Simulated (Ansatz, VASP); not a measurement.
# Ti in VASP and in Ansatz

```xyz
2
Lattice="3.1405 0.0000 0.0000 -1.5702 2.7198 0.0000 0.0000 0.0000 5.1950" Properties=species:S:1:pos:R:3 pbc="T T T"
Ti    0.0000    1.8132    1.2988
Ti    1.5703    0.9066    3.8963
```

Alike in both runs: task single point; functional r2SCAN; k mesh 18 × 18 × 10; no spin polarisation.

|  | VASP | Ansatz |
| --- | --- | --- |
| version | VASP 6.6.1 | Ansatz 0.2.0 |
| potentials or method | VASP PAW PBE potentials, release 64 (Ti_sv), cutoff 520 eV | scalar-relativistic, plane waves, PAW |
| occupations | methfessel-paxton of order 1, width 0.05 eV | cold, width 0.05 eV |
| valence electrons in the cell | 24 | 24 |

```csv
,VASP,Ansatz,Ansatz less VASP
gap on the k mesh at the Fermi level (eV),none,none,-
pressure (GPa),-18.4,-18.6,-0.16
"traceless stress, the component that is largest in VASP (GPa)",-2.84,-2.79,+0.046
```

VASP's potentials were made for PBE, not for r2SCAN. A gap of «none» marks a metal or a gap that the smearing closes.
